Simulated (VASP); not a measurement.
# Rb2Si2S (P-3m1) in VASP: single point with PBE

Aim: the single point of Rb2Si2S with PBE.

Everything below comes from runs of VASP 6.6.1. Logs are shortened: lines on timing, memory, paths and dates and some standing lists are left out, and cuts for length are marked.

## (1) The cell of the first run

The structure is trigonal, space group P-3m1 (No. 164). The conventional cell has a = 4.972 Å, b = 4.972 Å, c = 8.117 Å, α = 90.00°, β = 90.00°, γ = 120.00°. Rb (site symmetry 3m) has 4 Si at 3.03 to 3.10 Å and 3 S at 3.51 Å within 4.0 Å. Si (site symmetry 3m) has 4 Rb at 3.03 to 3.10 Å and 3 Si at 3.57 Å within 4.0 Å. S (site symmetry -3m) has 6 Rb at 3.51 Å and 6 Si at 4.15 Å within 4.6 Å.

## (2) Single point, PBE

INCAR

```
SYSTEM = Rb2Si2S
  ALGO = Normal
  EDIFF = 1E-6
  ENCUT = 520
  GGA = PE
  ISIF = 2
  ISMEAR = 0
  LASPH = .TRUE.
  LCHARG = .TRUE.
  LELF = .TRUE.
  LREAL = .FALSE.
  LVHAR = .TRUE.
  LWAVE = .FALSE.
  NBANDS = 24
  NELM = 100
  PREC = Accurate
  SIGMA = 0.1
```

KPOINTS

```
k-points
0
G
  6 6 2
  0 0 0
```

POSCAR

```
Rb2Si2S
1.0
    4.9715375500      0.0000000000      0.0000000000
   -2.4857687800      4.3054778200      0.0000000000
    0.0000000000      0.0000000000      8.1171507200
Rb Si S
2 2 1
Direct
    0.6666666700      0.3333333300      0.2489787000
    0.3333333300      0.6666666700      0.7510213000
    0.6666666700      0.3333333300      0.6304727800
    0.3333333300      0.6666666700      0.3695272200
    0.0000000000      0.0000000000      0.0000000000
```

Potentials or basis: VASP PAW PBE potentials, release 64 (Rb_sv, Si, S).

The run is started by

```bash
$ cat potpaw_PBE.64/Rb_sv/POTCAR potpaw_PBE.64/Si/POTCAR potpaw_PBE.64/S/POTCAR > POTCAR
$ mpirun -np 1 vasp_std > vasp.out
```

OUTCAR:

```text
SYSTEM = Rb2Si2S
   EDIFF = 1E-6
   ENCUT = 520
   GGA = PE
   ISIF = 2
   ISMEAR = 0
   LASPH = .TRUE.
   LREAL = .FALSE.
   NELM = 100
   PREC = Accurate

 ion  position               nearest neighbor table
   1  0.667  0.333  0.249-   4 3.03   4 3.03   4 3.03   3 3.10   5 3.51   5 3.51   5 3.51   2 4.96
                             2 4.96   2 4.96   2 4.98   2 4.98   2 4.98
   2  0.333  0.667  0.751-   3 3.03   3 3.03   3 3.03   4 3.10   5 3.51   5 3.51   5 3.51   1 4.96
                             1 4.96   1 4.96   1 4.98   1 4.98   1 4.98
   3  0.667  0.333  0.630-   2 3.03   2 3.03   2 3.03   1 3.10
   4  0.333  0.667  0.370-   1 3.03   1 3.03   1 3.03   2 3.10
   5  0.000  0.000  0.000-   1 3.51   2 3.51   1 3.51   2 3.51   1 3.51   2 3.51

  LATTYP: Found a hexagonal cell.
 ALAT       =     4.9715375500
 C/A-ratio  =     1.6327244114

  Lattice vectors:

 A1 = (   4.9715375500,   0.0000000000,   0.0000000000)
 A2 = (  -2.4857687800,   4.3054778200,   0.0000000000)
 A3 = (   0.0000000000,   0.0000000000,   8.1171507200)

Analysis of symmetry for initial positions (statically):
=====================================================================
 Subroutine PRICEL returns:
 Original cell was already a primitive cell.

 Routine SETGRP: Setting up the symmetry group for a
 hexagonal supercell.

 Subroutine GETGRP returns: Found 12 space group operations
 (whereof 12 operations were pure point group operations)
 out of a pool of 24 trial point group operations.

The static configuration has the point symmetry D_3d.

Analysis of symmetry for dynamics (positions and initial velocities):
=====================================================================
 Subroutine PRICEL returns:
 Original cell was already a primitive cell.

 Routine SETGRP: Setting up the symmetry group for a
 hexagonal supercell.

 Subroutine GETGRP returns: Found 12 space group operations
 (whereof 12 operations were pure point group operations)
 out of a pool of 24 trial point group operations.

The dynamic configuration has the point symmetry D_3d.

 Subroutine INISYM returns: Found 12 space group operations
 (whereof 12 operations are pure point group operations),
 and found     1 'primitive' translations

----------------------------------------------------------------------------------------

[... 86 lines left out ...]
   NELM   =    100;   NELMIN=  2; NELMDL= -5     # of ELM steps
   EDIFF  = 0.1E-05   stopping-criterion for ELM
   LREAL  =      F    real-space projection
   EDIFFG = 0.1E-04   stopping-criterion for IOM
   NSW    =      0    number of steps for IOM
   IBRION =     -1    ionic relax: 0-MD 1-quasi-New 2-CG
   NFREE  =      0    steps in history (QN), initial steepest desc. (CG)
   ISIF   =      2    stress and relaxation
   ISYM   =      2    0-nonsym 1-usesym 2-fastsym
   POTIM  = 0.5000    time-step for ionic-motion
   TEBEG  =    0.0;   TEEND  =   0.0 temperature during run
   PSTRESS=    0.0 pullay stress
   NELECT =      32.0000    total number of electrons
   NUPDOWN=      -1.0000    fix difference up-down
   EMIN   =  10.00;   EMAX   =-10.00  energy-range for DOS
   EFERMI =   0.00;   METHOD = LEGACY
   ISMEAR =     0;   SIGMA  =   0.10  broadening in eV -4-tet -1-fermi 0-gaus
   EFERMI_NEDOS =   21; number of points for ismear=-14 and -15
   IALGO  =     38    algorithm
   IMIX   =      4    mixing-type and parameters
     AMIX     =   0.40;   BMIX     =  1.00
     AMIX_MAG =   1.60;   BMIX_MAG =  1.00
  volume/ion in A,a.u.               =      34.75       234.50
  Fermi-wavevector in a.u.,A,eV,Ry     =   0.931436  1.760158 11.804043  0.867573
  Thomas-Fermi vector in A             =   2.057929
   LORBIT       =      0    0 simple, 1 ext, 2 COOP (PROOUT), +10 PAW based schemes
   GGA     = PE    functional components
   LHFCALC =     F    Hartree Fock is set to
   AEXX    =    0.0000 exact exchange contribution
   IVDW    =     0    specifies the selected vdW correction
   LEPSILON=     F    determine dielectric tensor
   LRPA    =     F    only Hartree local field effects (RPA)
 non-spin polarized calculation
 Gauss-broadening in eV      SIGMA  =   0.10
  energy-cutoff  :      520.00
  volume of cell :      173.75
 maximum number of plane-waves:      4696
 NGX is ok and might be reduce to    40
   NGX = 19   NGY = 19   NGZ = 31

 number of electron      31.9999999 magnetization

 Free energy of the ion-electron system (eV)
  ---------------------------------------------------
  ext. energy  EPLUGINS =         0.00000000
  ---------------------------------------------------
  free energy    TOTEN  =       -11.62982976 eV

  energy without entropy =      -11.58766384  energy(sigma->0) =      -11.60874680

 E-fermi :   0.7297     XC(G=0):  -7.7960

 val. band max:        0.6810795111   @ k =   0.1667   0.0000   0.0000
 cond. band min:       0.7313090999   @ k =   0.3333   0.1667   0.0000
 fundamental gap:      0.0502295888
 Fermi energy:         0.7296884575

 k-point     1 :       0.0000    0.0000    0.0000
  band No.  band energies     occupation
      1     -25.3215      2.00000
      2     -25.3125      2.00000
      3     -10.0983      2.00000
      4      -9.5753      2.00000
      5      -9.5753      2.00000
      6      -9.5405      2.00000
[... 367 lines left out ...]
     23       7.1073      0.00000
     24       7.1073      0.00000

------------------------ aborting loop because EDIFF is reached ----------------------------------------

  FORCE on cell =-STRESS in cart. coord.  units (eV):
  Direction    XX          YY          ZZ          XY          YZ          ZX
  --------------------------------------------------------------------------------------
  -------------------------------------------------------------------------------------
  Total        2.5638774      2.5638774     -0.9411432     -0.0000000      0.0000000     -0.0000000
  in kB       23.6424316     23.6424317     -8.6786183     -0.0000000      0.0000000     -0.0000000
  external PRESSURE =      12.8687483 kB  Pullay stress =       0.0000000 kB

 VOLUME and BASIS-vectors are now :
 -----------------------------------------------------------------------------
  energy-cutoff  :      520.00
  volume of cell :      173.75
      direct lattice vectors                 reciprocal lattice vectors
     4.971537550  0.000000000  0.000000000     0.201145016  0.116131129  0.000000000
    -2.485768780  4.305477820  0.000000000     0.000000000  0.232262258  0.000000000
     0.000000000  0.000000000  8.117150720     0.000000000  0.000000000  0.123195938

 POSITION                                       TOTAL-FORCE (eV/Angst)
 -----------------------------------------------------------------------------------
      2.48577      1.43516      2.02100        -0.000000     -0.000000     -2.160529
     -0.00000      2.87032      6.09615         0.000000      0.000000      2.160529
      2.48577      1.43516      5.11764        -0.000000     -0.000000     -1.564204
     -0.00000      2.87032      2.99951         0.000000      0.000000      1.564204
      0.00000      0.00000      0.00000         0.000000      0.000000      0.000000
 -----------------------------------------------------------------------------------
    total drift:                               -0.000000     -0.000000     -0.000000

  FREE ENERGIE OF THE ION-ELECTRON SYSTEM (eV)
  ---------------------------------------------------
  free  energy   TOTEN  =       -11.6298297641 eV

  energy  without entropy=      -11.5876638369  energy(sigma->0) =      -11.60874680
```

Run time: 58 s. Hardware: 1 thread of AMD EPYC 7R13 (Zen 3), shared host; peak memory 0.28 GiB.

Results:

- Free energy: -11.6298 eV
- Pressure: 1.3 GPa
- Largest force: 2.161 eV/Å
- Band gap on the k mesh: zero (band 16 reaches 1.07 eV, above the bottom of band 17 at 0.33 eV)

Forces on the atoms (eV/Å):
```
Rb   0.000  0.000 -2.161
Rb   0.000  0.000  2.161
Si   0.000  0.000 -1.564
Si   0.000  0.000  1.564
S    0.000  0.000  0.000
```

Stress tensor (GPa, compression positive):
```
 2.36  0.00  0.00
 0.00  2.36  0.00
 0.00  0.00 -0.87
```

Levels at points of the mesh, in eV from the Fermi level:
| k point | band 13 | band 14 | band 15 | band 16 | band 17 | band 18 | band 19 | band 20 |
| --- | --- | --- | --- | --- | --- | --- | --- | --- |
| (0.00, 0.00, 0.00) | -0.48 | -0.48 | -0.35 | -0.05 | -0.05 | 1.11 | 1.11 | 1.84 |
| (0.50, 0.00, 0.00) | -0.97 | -0.86 | -0.45 | -0.21 | 0.14 | 1.45 | 1.56 | 1.81 |
| (0.00, 0.00, 0.50) | -0.65 | -0.65 | 0.25 | 0.34 | 0.34 | 0.85 | 0.85 | 1.15 |
| (0.50, 0.00, 0.50) | -0.81 | -0.44 | -0.23 | -0.20 | -0.09 | 1.05 | 1.71 | 1.84 |

Caveat: the k points lie up to 0.39 Å⁻¹ apart; forces of over 1 eV/Å act on the atoms, so gaps and moduli don't describe the material at rest.
